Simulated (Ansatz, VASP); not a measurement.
Two plane-wave programs on Zr2NbN3

```
CELL_PARAMETERS angstrom
4.75285 0.00000 0.00000
0.00000 4.75285 0.00000
0.00000 0.00000 4.16420
ATOMIC_POSITIONS crystal
Zr 0.50000 0.00000 0.00000
Zr 0.00000 0.50000 0.00000
Nb 0.00000 0.00000 0.00000
N 0.00000 0.00000 0.50000
N 0.50000 0.50000 0.15669
N 0.50000 0.50000 0.84331
```

Alike in both runs: task relaxation of cell and atoms; functional PBE; k mesh 4 × 4 × 4; occupations gaussian, width 0.1 eV; no spin polarisation.

|  | VASP | Ansatz |
| --- | --- | --- |
| version | VASP 6.6.1 | Ansatz 0.2.0 |
| potentials or method | VASP PAW PBE potentials, release 64 (Zr_sv, Nb_sv, N), cutoff 600 eV | scalar-relativistic, plane waves, PAW |
| valence electrons in the cell | 52 | 52 |

Ansatz gave:

```
gap on the k mesh at the Fermi level, each at its own relaxed structure (eV) : none
relaxed volume (Å³/atom)                                                     : 16.91
relaxed cell length with the largest relative difference (Å)                 : 4.996
```

Problem. Estimate VASP's values.

Solution. gap on the k mesh at the Fermi level, each at its own relaxed structure (eV): none; relaxed volume (Å³/atom): 16.93; relaxed cell length with the largest relative difference (Å): 4.999.

A gap of «none» marks a metal or a gap that the smearing closes.

The k mesh is coarse, so the values compare programs but aren't converged.
